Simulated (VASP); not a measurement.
# CdS (Hawleyite) (F-43m) in VASP: single point with PBEsol

Aim: the single point of CdS (Hawleyite) with PBEsol.

Everything below comes from runs of VASP 6.6.1. Logs are shortened: lines on timing, memory, paths and dates and some standing lists are left out, and cuts for length are marked.

## (1) The cell of the first run

The structure is cubic, space group F-43m (No. 216). The conventional cell has a = 5.833 Å, b = 5.833 Å, c = 5.833 Å, α = 90.00°, β = 90.00°, γ = 90.00°. Cd (site symmetry -43m) has 4 S at 2.53 Å within 3.3 Å. Within 3.3 Å of S (site symmetry -43m) lie 4 Cd at 2.53 Å.

## (2) Single point, PBEsol

Input file INCAR:

```
SYSTEM = CdS
PREC = Accurate
ENCUT = 520
EDIFF = 1E-7
ISMEAR = 0
SIGMA = 0.01
LREAL = .False.
LASPH = .True.
NELM = 80
ALGO = Normal
ISIF = 2
LWAVE = .False.
LCHARG = .False.
GGA = PS
NBANDS = 16
```

Input file KPOINTS:

```
Automatic mesh
0
Gamma
  4 4 4
  0 0 0
```

Input file POSCAR:

```
CdS
1.0
    0.0000000000      2.9165000000      2.9165000000
    2.9165000000      0.0000000000      2.9165000000
    2.9165000000      2.9165000000      0.0000000000
Cd S
1 1
Direct
    0.0000000000      0.0000000000      0.0000000000
    0.2500000000      0.2500000000      0.2500000000
```

Potentials or basis: VASP PAW PBE potentials, release 64 (Cd, S).

Run with:

```
cat potpaw_PBE.64/Cd/POTCAR potpaw_PBE.64/S/POTCAR > POTCAR
mpirun -np 1 vasp_std > vasp.out
```

OUTCAR:

```text
SYSTEM = CdS
   PREC = Accurate
   ENCUT = 520
   EDIFF = 1E-7
   ISMEAR = 0
   LREAL = .False.
   LASPH = .True.
   NELM = 80
   ISIF = 2
   GGA = PS

 ion  position               nearest neighbor table
   1  0.000  0.000  0.000-   2 2.53   2 2.53   2 2.53   2 2.53
   2  0.250  0.250  0.250-   1 2.53   1 2.53   1 2.53   1 2.53

  LATTYP: Found a face centered cubic cell.
 ALAT       =     5.8330000000

  Lattice vectors:

 A1 = (   0.0000000000,   2.9165000000,   2.9165000000)
 A2 = (   2.9165000000,   0.0000000000,   2.9165000000)
 A3 = (   2.9165000000,   2.9165000000,   0.0000000000)

Analysis of symmetry for initial positions (statically):
=====================================================================
 Subroutine PRICEL returns:
 Original cell was already a primitive cell.

 Routine SETGRP: Setting up the symmetry group for a
 face centered cubic supercell.

 Subroutine GETGRP returns: Found 24 space group operations
 (whereof 24 operations were pure point group operations)
 out of a pool of 48 trial point group operations.

The static configuration has the point symmetry T_d .

Analysis of symmetry for dynamics (positions and initial velocities):
=====================================================================
 Subroutine PRICEL returns:
 Original cell was already a primitive cell.

 Routine SETGRP: Setting up the symmetry group for a
 face centered cubic supercell.

 Subroutine GETGRP returns: Found 24 space group operations
 (whereof 24 operations were pure point group operations)
 out of a pool of 48 trial point group operations.

The dynamic configuration has the point symmetry T_d .

 Subroutine INISYM returns: Found 24 space group operations
 (whereof 24 operations are pure point group operations),
 and found     1 'primitive' translations

----------------------------------------------------------------------------------------

                                     Primitive cell

  volume of cell :      49.6153

  direct lattice vectors                    reciprocal lattice vectors
     0.000000000  2.916500000  2.916500000    -0.171438368  0.171438368  0.171438368
     2.916500000  0.000000000  2.916500000     0.171438368 -0.171438368  0.171438368
     2.916500000  2.916500000  0.000000000     0.171438368  0.171438368 -0.171438368

  length of vectors
     4.124553855  4.124553855  4.124553855     0.296939964  0.296939964  0.296939964

  position of ions in fractional coordinates (direct lattice)
     0.000000000  0.000000000  0.000000000
     0.250000000  0.250000000  0.250000000

  ion indices of the primitive-cell ions
   primitive index   ion index
                 1           1
                 2           2

----------------------------------------------------------------------------------------

 KPOINTS: Automatic mesh

Automatic generation of k-mesh.
 Grid dimensions read from file:
 generate k-points for:    4    4    4

 Generating k-lattice:

  Cartesian coordinates                     Fractional coordinates (reciprocal lattice)
    -0.042859592  0.042859592  0.042859592     0.250000000  0.000000000  0.000000000
     0.042859592 -0.042859592  0.042859592     0.000000000  0.250000000  0.000000000
     0.042859592  0.042859592 -0.042859592     0.000000000  0.000000000  0.250000000

  Length of vectors
     0.074234991  0.074234991  0.074234991

  Shift w.r.t. Gamma in fractional coordinates (k-lattice)
     0.000000000  0.000000000  0.000000000

 Subroutine IBZKPT returns following result:
 ===========================================

 Found      8 irreducible k-points:

 Following reciprocal coordinates:
            Coordinates               Weight
  0.000000  0.000000  0.000000      1.000000
  0.250000  0.000000  0.000000      8.000000
  0.500000  0.000000  0.000000      4.000000
  0.250000  0.250000  0.000000      6.000000
  0.500000  0.250000  0.000000     24.000000
 -0.250000  0.250000  0.000000     12.000000
  0.500000  0.500000  0.000000      3.000000
 -0.250000  0.500000  0.250000      6.000000
   k-points           NKPTS =      8   k-points in BZ     NKDIM =      8   number of bands    NBANDS=     16
   number of dos      NEDOS =    301   number of ions     NIONS =      2
   total plane-waves  NPLWV =  32768
   dimension x,y,z NGX =    32 NGY =   32 NGZ =   32
   dimension x,y,z NGXF=    64 NGYF=   64 NGZF=   64
   ions per type =               1   1
   NGX,Y,Z   is equivalent  to a cutoff of  12.90, 12.90, 12.90 a.u.
   NGXF,Y,Z  is equivalent  to a cutoff of  25.80, 25.80, 25.80 a.u.
 SYSTEM =  CdS
   PREC   = accura    normal or accurate (medium, high low for compatibility)
   ISTART =      0    job   : 0-new  1-cont  2-samecut
   ICHARG =      2    charge: 1-file 2-atom 10-const
   ISPIN  =      1    spin polarized calculation?
   LNONCOLLINEAR =      F non collinear calculations
   LSORBIT =      F    spin-orbit coupling
   LASPH  =      T    aspherical Exc in radial PAW
   ENCUT  =  520.0 eV  38.22 Ry    6.18 a.u.   7.67  7.67  7.67*2*pi/ulx,y,z
   NELM   =     80;   NELMIN=  2; NELMDL= -5     # of ELM steps
   EDIFF  = 0.1E-06   stopping-criterion for ELM
   LREAL  =      F    real-space projection
   EDIFFG = 0.1E-05   stopping-criterion for IOM
   NSW    =      0    number of steps for IOM
   IBRION =     -1    ionic relax: 0-MD 1-quasi-New 2-CG
   NFREE  =      0    steps in history (QN), initial steepest desc. (CG)
   ISIF   =      2    stress and relaxation
   ISYM   =      2    0-nonsym 1-usesym 2-fastsym
   POTIM  = 0.5000    time-step for ionic-motion
   TEBEG  =    0.0;   TEEND  =   0.0 temperature during run
   PSTRESS=    0.0 pullay stress
   NELECT =      18.0000    total number of electrons
   NUPDOWN=      -1.0000    fix difference up-down
   EMIN   =  10.00;   EMAX   =-10.00  energy-range for DOS
   EFERMI =   0.00;   METHOD = LEGACY
   ISMEAR =     0;   SIGMA  =   0.01  broadening in eV -4-tet -1-fermi 0-gaus
   EFERMI_NEDOS =   21; number of points for ismear=-14 and -15
   IALGO  =     38    algorithm
   IMIX   =      4    mixing-type and parameters
     AMIX     =   0.40;   BMIX     =  1.00
     AMIX_MAG =   1.60;   BMIX_MAG =  1.00
  volume/ion in A,a.u.               =      24.81       167.41
  Fermi-wavevector in a.u.,A,eV,Ry     =   1.167599  2.206442 18.548649  1.363287
  Thomas-Fermi vector in A             =   2.304097
   LORBIT       =      0    0 simple, 1 ext, 2 COOP (PROOUT), +10 PAW based schemes
   GGA     = PS    functional components
   LHFCALC =     F    Hartree Fock is set to
   AEXX    =    0.0000 exact exchange contribution
   IVDW    =     0    specifies the selected vdW correction
   LEPSILON=     F    determine dielectric tensor
   LRPA    =     F    only Hartree local field effects (RPA)
 non-spin polarized calculation
 Gauss-broadening in eV      SIGMA  =   0.01
  energy-cutoff  :      520.00
  volume of cell :       49.62
 maximum number of plane-waves:      1363
 NGX is ok and might be reduce to    32
   NGX = 15   NGY = 15   NGZ = 15

 number of electron      18.0000004 magnetization

 Free energy of the ion-electron system (eV)
  ---------------------------------------------------
  ext. energy  EPLUGINS =         0.00000000
  ---------------------------------------------------
  free energy    TOTEN  =        -6.77676536 eV

  energy without entropy =       -6.77676536  energy(sigma->0) =       -6.77676536

 E-fermi :   1.3396     XC(G=0):  -9.3688

 val. band max:        1.2368594585   @ k =   0.0000   0.0000   0.0000
 cond. band min:       2.2321930223   @ k =   0.0000   0.0000   0.0000
 fundamental gap:      0.9953335638
 Fermi energy:         1.3396031564

 k-point     1 :       0.0000    0.0000    0.0000
  band No.  band energies     occupation
      1     -11.1455      2.00000
      2      -6.5148      2.00000
      3      -6.5148      2.00000
      4      -6.5148      2.00000
      5      -6.0294      2.00000
      6      -6.0294      2.00000
[... 8 lines left out ...]
     15      12.6701      0.00000
     16      12.6701      0.00000

 k-point     2 :       0.2500    0.0000    0.0000
  band No.  band energies     occupation
      1     -10.9258      2.00000
      2      -6.4427      2.00000
      3      -6.4427      2.00000
      4      -6.2713      2.00000
      5      -6.0253      2.00000
      6      -6.0253      2.00000
[... 8 lines left out ...]
     15      11.7859      0.00000
     16      12.3354      0.00000

 k-point     3 :       0.5000    0.0000    0.0000
  band No.  band energies     occupation
      1     -10.7059      2.00000
      2      -6.3934      2.00000
      3      -6.3934      2.00000
      4      -5.9913      2.00000
      5      -5.9913      2.00000
      6      -5.6460      2.00000
[... 8 lines left out ...]
     15      13.7309      0.00000
     16      13.7309      0.00000

 k-point     4 :       0.2500    0.2500    0.0000
  band No.  band energies     occupation
      1     -10.8546      2.00000
      2      -6.3537      2.00000
      3      -6.3537      2.00000
      4      -6.3471      2.00000
      5      -6.0481      2.00000
      6      -5.9853      2.00000
[... 8 lines left out ...]
     15      13.0541      0.00000
     16      15.7475      0.00000

 k-point     5 :       0.5000    0.2500    0.0000
  band No.  band energies     occupation
      1     -10.6397      2.00000
      2      -6.3409      2.00000
      3      -6.2747      2.00000
      4      -6.1234      2.00000
      5      -5.9761      2.00000
      6      -5.6136      2.00000
[... 8 lines left out ...]
     15      13.8616      0.00000
     16      14.7923      0.00000

 k-point     6 :      -0.2500    0.2500    0.0000
  band No.  band energies     occupation
      1     -10.7099      2.00000
      2      -6.3624      2.00000
      3      -6.3472      2.00000
      4      -6.0573      2.00000
      5      -6.0417      2.00000
      6      -5.7792      2.00000
[... 8 lines left out ...]
     15      13.4269      0.00000
     16      14.5556      0.00000

 k-point     7 :       0.5000    0.5000    0.0000
  band No.  band energies     occupation
      1     -10.5703      2.00000
      2      -6.3050      2.00000
      3      -6.1615      2.00000
      4      -6.1615      2.00000
      5      -5.9407      2.00000
      6      -5.5821      2.00000
[... 8 lines left out ...]
     15      13.5769      0.00000
     16      14.6816      0.00000

 k-point     8 :      -0.2500    0.5000    0.2500
  band No.  band energies     occupation
      1     -10.5721      2.00000
      2      -6.2827      2.00000
      3      -6.2603      2.00000
      4      -6.0701      2.00000
      5      -6.0228      2.00000
      6      -5.3897      2.00000
[... 8 lines left out ...]
     15      14.3082      0.00000
     16      14.5315      0.00000

------------------------ aborting loop because EDIFF is reached ----------------------------------------

  FORCE on cell =-STRESS in cart. coord.  units (eV):
  Direction    XX          YY          ZZ          XY          YZ          ZX
  --------------------------------------------------------------------------------------
  -------------------------------------------------------------------------------------
  Total        0.0917073      0.0917073      0.0917073      0.0000000      0.0000000     -0.0000000
  in kB        2.9614101      2.9614101      2.9614101      0.0000000      0.0000000     -0.0000000
  external PRESSURE =       2.9614101 kB  Pullay stress =       0.0000000 kB

 VOLUME and BASIS-vectors are now :
 -----------------------------------------------------------------------------
  energy-cutoff  :      520.00
  volume of cell :       49.62
      direct lattice vectors                 reciprocal lattice vectors
     0.000000000  2.916500000  2.916500000    -0.171438368  0.171438368  0.171438368
     2.916500000  0.000000000  2.916500000     0.171438368 -0.171438368  0.171438368
     2.916500000  2.916500000  0.000000000     0.171438368  0.171438368 -0.171438368

 POSITION                                       TOTAL-FORCE (eV/Angst)
 -----------------------------------------------------------------------------------
      0.00000      0.00000      0.00000        -0.000000     -0.000000      0.000000
      1.45825      1.45825      1.45825         0.000000      0.000000     -0.000000
 -----------------------------------------------------------------------------------
    total drift:                               -0.000000     -0.000000     -0.000000

  FREE ENERGIE OF THE ION-ELECTRON SYSTEM (eV)
  ---------------------------------------------------
  free  energy   TOTEN  =        -6.7767653619 eV

  energy  without entropy=       -6.7767653619  energy(sigma->0) =       -6.77676536
```

Run time: 8.9 s. Hardware: 1 thread of Intel Xeon 6975P-C, shared host; peak memory 0.17 GiB.

Results:

| Item | Value |
| --- | --- |
| Free energy | -6.7768 eV |
| Pressure | 0.3 GPa |
| Band gap on the k mesh | 1.00 eV, direct |

Caveat: the k points lie up to 0.47 Å⁻¹ apart; the PAW data sets were made with another functional, which shifts forces and pressure a little.
